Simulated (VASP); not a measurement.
# ZnS (F-43m) in VASP: notebook

Runs on ZnS. Level: PBE. Tasks: single point, relaxation of cell and atoms.

Everything below comes from runs of VASP 6.6.1. Logs are shortened: lines on timing, memory, paths and dates and some standing lists are left out, and cuts for length are marked.

**Experimental background.**

“Electronic, vibrational, and thermodynamic properties of ZnS (zincblende and rocksalt structure)”, 2009, arxiv:0911.5022 quotes, for a bulk crystal of ZnS at 19 K: band gap 3.85 eV (direct).

The results are compared with them further down.

**1. The cell of the first run**

It takes space group F-43m (No. 216, cubic). The conventional cell has a = 5.443 Å, b = 5.443 Å, c = 5.443 Å, α = 90.00°, β = 90.00°, γ = 90.00°. Zn (site symmetry -43m) has 4 S at 2.36 Å within 3.1 Å. S (site symmetry -43m) has 4 Zn at 2.36 Å within 3.1 Å.

**2. Single point, PBE**

File INCAR:

```
SYSTEM = ZnS
PREC = Accurate ; ENCUT = 520
EDIFF = 1E-7 ; ISMEAR = 0
SIGMA = 0.01 ; LREAL = .FALSE.
LASPH = .TRUE. ; NELM = 100
ALGO = Normal ; ISIF = 2
LWAVE = .FALSE. ; LCHARG = .FALSE.
GGA = PE ; NBANDS = 16
```

File KPOINTS:

```
Automatic mesh
0
G
  6 6 6
  0 0 0
```

File POSCAR:

```
ZnS
1.0
    0.0000000000      2.7217021376      2.7217021376
    2.7217021376      0.0000000000      2.7217021376
    2.7217021376      2.7217021376      0.0000000000
Zn S
1 1
Direct
    0.2500000000      0.2500000000      0.2500000000
    0.0000000000      0.0000000000      0.0000000000
```

Potentials or basis: VASP PAW PBE potentials, release 64 (Zn, S).

Launch:

```console
$ cat potpaw_PBE.64/Zn/POTCAR potpaw_PBE.64/S/POTCAR > POTCAR
$ mpirun -np 1 vasp_std > vasp.out
```

OUTCAR:

```text
SYSTEM = ZnS
   PREC = Accurate
   ENCUT = 520
   EDIFF = 1E-7
   ISMEAR = 0
   LREAL = .FALSE.
   LASPH = .TRUE.
   NELM = 100
   ISIF = 2
   GGA = PE

 ion  position               nearest neighbor table
   1  0.250  0.250  0.250-   2 2.36   2 2.36   2 2.36   2 2.36
   2  0.000  0.000  0.000-   1 2.36   1 2.36   1 2.36   1 2.36

  LATTYP: Found a face centered cubic cell.
 ALAT       =     5.4434042752

  Lattice vectors:

 A1 = (   0.0000000000,   2.7217021376,   2.7217021376)
 A2 = (   2.7217021376,   0.0000000000,   2.7217021376)
 A3 = (   2.7217021376,   2.7217021376,   0.0000000000)

Analysis of symmetry for initial positions (statically):
=====================================================================
 Subroutine PRICEL returns:
 Original cell was already a primitive cell.

 Routine SETGRP: Setting up the symmetry group for a
 face centered cubic supercell.

 Subroutine GETGRP returns: Found 24 space group operations
 (whereof 24 operations were pure point group operations)
 out of a pool of 48 trial point group operations.

The static configuration has the point symmetry T_d .

Analysis of symmetry for dynamics (positions and initial velocities):
=====================================================================
 Subroutine PRICEL returns:
 Original cell was already a primitive cell.

 Routine SETGRP: Setting up the symmetry group for a
 face centered cubic supercell.

 Subroutine GETGRP returns: Found 24 space group operations
 (whereof 24 operations were pure point group operations)
 out of a pool of 48 trial point group operations.

The dynamic configuration has the point symmetry T_d .

 Subroutine INISYM returns: Found 24 space group operations
 (whereof 24 operations are pure point group operations),
 and found     1 'primitive' translations

----------------------------------------------------------------------------------------

                                     Primitive cell

  volume of cell :      40.3229

  direct lattice vectors                    reciprocal lattice vectors
     0.000000000  2.721702138  2.721702138    -0.183708567  0.183708567  0.183708567
     2.721702138  0.000000000  2.721702138     0.183708567 -0.183708567  0.183708567
     2.721702138  2.721702138  0.000000000     0.183708567  0.183708567 -0.183708567

  length of vectors
     3.849068076  3.849068076  3.849068076     0.318192572  0.318192572  0.318192572

  position of ions in fractional coordinates (direct lattice)
     0.250000000  0.250000000  0.250000000
     0.000000000  0.000000000  0.000000000

  ion indices of the primitive-cell ions
   primitive index   ion index
                 1           1
                 2           2

----------------------------------------------------------------------------------------

 KPOINTS: Automatic mesh

Automatic generation of k-mesh.
 Grid dimensions read from file:
 generate k-points for:    6    6    6

 Generating k-lattice:

  Cartesian coordinates                     Fractional coordinates (reciprocal lattice)
    -0.030618095  0.030618095  0.030618095     0.166666667  0.000000000  0.000000000
     0.030618095 -0.030618095  0.030618095     0.000000000  0.166666667  0.000000000
     0.030618095  0.030618095 -0.030618095     0.000000000  0.000000000  0.166666667

  Length of vectors
     0.053032095  0.053032095  0.053032095

  Shift w.r.t. Gamma in fractional coordinates (k-lattice)
     0.000000000  0.000000000  0.000000000

 Subroutine IBZKPT returns following result:
 ===========================================

 Found     16 irreducible k-points:

 Following reciprocal coordinates:
            Coordinates               Weight
  0.000000  0.000000  0.000000      1.000000
  0.166667  0.000000  0.000000      8.000000
  0.333333  0.000000  0.000000      8.000000
  0.500000  0.000000  0.000000      4.000000
  0.166667  0.166667  0.000000      6.000000
  0.333333  0.166667  0.000000     24.000000
[... 8 lines left out ...]
 -0.333333  0.333333  0.166667     24.000000
 -0.333333  0.500000  0.166667     12.000000
   k-points           NKPTS =     16   k-points in BZ     NKDIM =     16   number of bands    NBANDS=     16
   number of dos      NEDOS =    301   number of ions     NIONS =      2
   total plane-waves  NPLWV =  27000
   dimension x,y,z NGX =    30 NGY =   30 NGZ =   30
   dimension x,y,z NGXF=    60 NGYF=   60 NGZF=   60
   ions per type =               1   1
   NGX,Y,Z   is equivalent  to a cutoff of  12.96, 12.96, 12.96 a.u.
   NGXF,Y,Z  is equivalent  to a cutoff of  25.91, 25.91, 25.91 a.u.
 SYSTEM =  ZnS
   PREC   = accura    normal or accurate (medium, high low for compatibility)
   ISTART =      0    job   : 0-new  1-cont  2-samecut
   ICHARG =      2    charge: 1-file 2-atom 10-const
   ISPIN  =      1    spin polarized calculation?
   LNONCOLLINEAR =      F non collinear calculations
   LSORBIT =      F    spin-orbit coupling
   LASPH  =      T    aspherical Exc in radial PAW
   ENCUT  =  520.0 eV  38.22 Ry    6.18 a.u.   7.16  7.16  7.16*2*pi/ulx,y,z
   NELM   =    100;   NELMIN=  2; NELMDL= -5     # of ELM steps
   EDIFF  = 0.1E-06   stopping-criterion for ELM
   LREAL  =      F    real-space projection
   EDIFFG = 0.1E-05   stopping-criterion for IOM
   NSW    =      0    number of steps for IOM
   IBRION =     -1    ionic relax: 0-MD 1-quasi-New 2-CG
   NFREE  =      0    steps in history (QN), initial steepest desc. (CG)
   ISIF   =      2    stress and relaxation
   ISYM   =      2    0-nonsym 1-usesym 2-fastsym
   POTIM  = 0.5000    time-step for ionic-motion
   TEBEG  =    0.0;   TEEND  =   0.0 temperature during run
   PSTRESS=    0.0 pullay stress
   NELECT =      18.0000    total number of electrons
   NUPDOWN=      -1.0000    fix difference up-down
   EMIN   =  10.00;   EMAX   =-10.00  energy-range for DOS
   EFERMI =   0.00;   METHOD = LEGACY
   ISMEAR =     0;   SIGMA  =   0.01  broadening in eV -4-tet -1-fermi 0-gaus
   EFERMI_NEDOS =   21; number of points for ismear=-14 and -15
   IALGO  =     38    algorithm
   IMIX   =      4    mixing-type and parameters
     AMIX     =   0.40;   BMIX     =  1.00
     AMIX_MAG =   1.60;   BMIX_MAG =  1.00
  volume/ion in A,a.u.               =      20.16       136.06
  Fermi-wavevector in a.u.,A,eV,Ry     =   1.251166  2.364362 21.298796  1.565417
  Thomas-Fermi vector in A             =   2.385127
   LORBIT       =      0    0 simple, 1 ext, 2 COOP (PROOUT), +10 PAW based schemes
   GGA     = PE    functional components
   LHFCALC =     F    Hartree Fock is set to
   AEXX    =    0.0000 exact exchange contribution
   IVDW    =     0    specifies the selected vdW correction
   LEPSILON=     F    determine dielectric tensor
   LRPA    =     F    only Hartree local field effects (RPA)
 non-spin polarized calculation
 Gauss-broadening in eV      SIGMA  =   0.01
  energy-cutoff  :      520.00
  volume of cell :       40.32
 maximum number of plane-waves:      1106
 NGX is ok and might be reduce to    30
   NGX = 15   NGY = 15   NGZ = 15

 number of electron      18.0000008 magnetization

 Free energy of the ion-electron system (eV)
  ---------------------------------------------------
  ext. energy  EPLUGINS =         0.00000000
  ---------------------------------------------------
  free energy    TOTEN  =        -6.84955596 eV

  energy without entropy =       -6.84955596  energy(sigma->0) =       -6.84955596

 E-fermi :   1.9557     XC(G=0):  -9.5267

 val. band max:        1.9084379153   @ k =   0.0000   0.0000   0.0000
 cond. band min:       3.9269785699   @ k =   0.0000   0.0000   0.0000
 fundamental gap:      2.0185406547
 Fermi energy:         1.9557078384

 k-point     1 :       0.0000    0.0000    0.0000
  band No.  band energies     occupation
      1     -11.0822      2.00000
      2      -4.3483      2.00000
      3      -4.3483      2.00000
      4      -4.3483      2.00000
      5      -3.8758      2.00000
      6      -3.8758      2.00000
[... 8 lines left out ...]
     15      13.6443      0.00000
     16      13.6566      0.00000

 k-point     2 :       0.1667    0.0000    0.0000
  band No.  band energies     occupation
      1     -10.8875      2.00000
      2      -4.3380      2.00000
      3      -4.3146      2.00000
      4      -4.3146      2.00000
      5      -3.8775      2.00000
      6      -3.8775      2.00000
[... 8 lines left out ...]
     15      12.8703      0.00000
     16      14.5244      0.00000

 k-point     3 :       0.3333    0.0000    0.0000
  band No.  band energies     occupation
      1     -10.4476      2.00000
      2      -4.2585      2.00000
      3      -4.2585      2.00000
      4      -4.1769      2.00000
      5      -3.8646      2.00000
      6      -3.8646      2.00000
[... 8 lines left out ...]
     15      13.4613      0.00000
     16      13.7119      0.00000

 k-point     4 :       0.5000    0.0000    0.0000
  band No.  band energies     occupation
      1     -10.1944      2.00000
      2      -4.2384      2.00000
      3      -4.2384      2.00000
      4      -3.8472      2.00000
      5      -3.8472      2.00000
      6      -3.6803      2.00000
[... 8 lines left out ...]
     15      15.2587      0.00000
     16      15.2587      0.00000
[... 172 lines left out ...]
 k-point    14 :       0.5000    0.3333    0.1667
  band No.  band energies     occupation
      1     -10.1432      2.00000
      2      -4.2516      2.00000
      3      -4.1760      2.00000
      4      -4.0608      2.00000
      5      -3.8531      2.00000
      6      -3.8014      2.00000
[... 8 lines left out ...]
     15      15.7476      0.00000
     16      16.3677      0.00000

 k-point    15 :      -0.3333    0.3333    0.1667
  band No.  band energies     occupation
      1      -9.9711      2.00000
      2      -4.2169      2.00000
      3      -4.1370      2.00000
      4      -3.9239      2.00000
      5      -3.8836      2.00000
      6      -3.5759      2.00000
[... 8 lines left out ...]
     15      15.5407      0.00000
     16      16.2265      0.00000

 k-point    16 :      -0.3333    0.5000    0.1667
  band No.  band energies     occupation
      1      -9.8921      2.00000
      2      -4.2507      2.00000
      3      -4.0694      2.00000
      4      -3.9834      2.00000
      5      -3.8534      2.00000
      6      -3.5391      2.00000
[... 8 lines left out ...]
     15      15.7393      0.00000
     16      16.6481      0.00000

------------------------ aborting loop because EDIFF is reached ----------------------------------------

  FORCE on cell =-STRESS in cart. coord.  units (eV):
  Direction    XX          YY          ZZ          XY          YZ          ZX
  --------------------------------------------------------------------------------------
  -------------------------------------------------------------------------------------
  Total        0.0448185      0.0448185      0.0448185      0.0000000      0.0000000      0.0000000
  in kB        1.7808058      1.7808058      1.7808058      0.0000000      0.0000000      0.0000000
  external PRESSURE =       1.7808058 kB  Pullay stress =       0.0000000 kB

 VOLUME and BASIS-vectors are now :
 -----------------------------------------------------------------------------
  energy-cutoff  :      520.00
  volume of cell :       40.32
      direct lattice vectors                 reciprocal lattice vectors
     0.000000000  2.721702138  2.721702138    -0.183708567  0.183708567  0.183708567
     2.721702138  0.000000000  2.721702138     0.183708567 -0.183708567  0.183708567
     2.721702138  2.721702138  0.000000000     0.183708567  0.183708567 -0.183708567

 POSITION                                       TOTAL-FORCE (eV/Angst)
 -----------------------------------------------------------------------------------
      1.36085      1.36085      1.36085         0.000000     -0.000000     -0.000000
      0.00000      0.00000      0.00000        -0.000000      0.000000      0.000000
 -----------------------------------------------------------------------------------
    total drift:                                0.000000      0.000000      0.000000

  FREE ENERGIE OF THE ION-ELECTRON SYSTEM (eV)
  ---------------------------------------------------
  free  energy   TOTEN  =        -6.8495559622 eV

  energy  without entropy=       -6.8495559622  energy(sigma->0) =       -6.84955596
```

It took 9.1 s on 1 thread of AMD EPYC 9R45 (Zen 5), shared host; peak memory 0.13 GiB.

Results:

```
Free energy            : -6.8496 eV
Pressure               : 0.2 GPa
Band gap on the k mesh : 2.02 eV, direct
```

Levels at points of the mesh, in eV from the valence-band top:
| k point | band 5 | band 6 | band 7 | band 8 | band 9 | band 10 | band 11 | band 12 | band 13 | band 14 |
| --- | --- | --- | --- | --- | --- | --- | --- | --- | --- | --- |
| (0.00, 0.00, 0.00) | -5.78 | -5.78 | 0.00 | 0.00 | 0.00 | 2.02 | 6.41 | 6.41 | 6.41 | 11.74 |
| (0.50, 0.00, 0.00) | -5.76 | -5.59 | -5.15 | -0.83 | -0.83 | 3.27 | 6.94 | 6.94 | 8.79 | 12.07 |
| (0.50, 0.50, 0.00) | -5.71 | -5.58 | -4.47 | -2.14 | -2.14 | 3.45 | 4.07 | 10.83 | 11.82 | 11.82 |

**3. Relaxation of cell and atoms, PBE**

This run uses another cell than the first one, of 19.73 Å³/atom, 0.978 times its volume.

File INCAR:

```
PREC     = Accurate       # precision mode
ENCUT    = 600            # plane-wave cutoff, eV
EDIFF    = 1E-7           # SCF threshold, eV
ISMEAR   = 0              # smearing method
SIGMA    = 0.01           # smearing width, eV
LREAL    = F              # projectors in reciprocal space
LASPH    = T              # aspherical terms in the spheres
NELM     = 60             # most SCF steps
ALGO     = Normal         # electronic algorithm
ISIF     = 3              # what is computed and relaxed
LWAVE    = F              # write WAVECAR
LCHARG   = F              # write CHGCAR
GGA      = PE             # functional
IBRION   = 2              # ionic algorithm
NSW      = 80             # ionic steps
EDIFFG   = -0.03          # ionic threshold
```

File KPOINTS:

```
regular mesh
0
Gamma
  6 6 6
```

File POSCAR:

```
ZnS
1.0
    0.0000000000      2.7020000000      2.7020000000
    2.7020000000      0.0000000000      2.7020000000
    2.7020000000      2.7020000000      0.0000000000
Zn S
1 1
Direct
    0.2500000000      0.2500000000      0.2500000000
    0.0000000000      0.0000000000      0.0000000000
```

Potentials or basis: VASP PAW PBE potentials, release 64 (Zn, S).

Launch:

```console
$ cat potpaw_PBE.64/Zn/POTCAR potpaw_PBE.64/S/POTCAR > POTCAR
$ mpirun -np 1 vasp_std > vasp.out
```

It took 19 s on 1 thread of AMD EPYC 9R45 (Zen 5), shared host; peak memory 0.15 GiB.

Results (log left out):

```yaml
Free_energy: -6.8494 eV
Relaxed_volume: 20.21 Å³/atom
Relaxed_cell: a = 3.852 Å, b = 3.852 Å, c = 3.852 Å, α = 60.00°, β = 60.00°, γ = 60.00°
Space_group_after_relaxing_to_0.05_Å: F-43m (No. 216)
Energy_gained_by_relaxing: 2.6 meV/atom
Ionic_steps: 3
Pressure_after_relaxing: 0.0 GPa
Band_gap_on_the_k_mesh: 2.01 eV, direct
```

Step by step:
```tsv
step	energy change (eV)	largest force (eV/Å)	pressure (GPa)	volume (Å³)
1	0.0000	0.0000	1.78	39.45
2	-0.0048	0.0000	-0.50	40.72
3	-0.0052	0.0000	0.00	40.42
```

Final structure:
```
Zn S
1.0
     0.00000    2.72383    2.72383
     2.72383    0.00000    2.72383
     2.72383    2.72383    0.00000
Zn S
1 1
Direct
  0.25000 0.25000 0.25000
  0.00000 0.00000 0.00000
```

Levels at points of the mesh, in eV from the valence-band top:
```tsv
k point	band 5	band 6	band 7	band 8	band 9	band 10	band 11	band 12	band 13
(0.00, 0.00, 0.00)	-5.78	-5.78	0.00	0.00	0.00	2.01	6.41	6.41	6.41
(0.50, 0.00, 0.00)	-5.75	-5.58	-5.13	-0.83	-0.83	3.26	6.94	6.94	8.78
(0.50, 0.50, 0.00)	-5.71	-5.57	-4.47	-2.13	-2.13	3.46	4.07	10.81	11.80
```

Expect the measured gap to be larger: semilocal functionals such as PBE lack the derivative discontinuity. PBE usually gives volumes a little too large and moduli too small.

**4. How close it comes**

Step 2. A measured gap of ZnS is 3.85 eV (direct; 19 K; quoted in “Electronic, vibrational, and thermodynamic properties of ZnS (zincblende and rocksalt structure)”, 2009, arxiv:0911.5022); the calculated 2.02 eV misses it by -1.83 eV. The value is that of PBE, without temperature or zero-point motion. Semilocal functionals fall short of measured gaps as a rule.
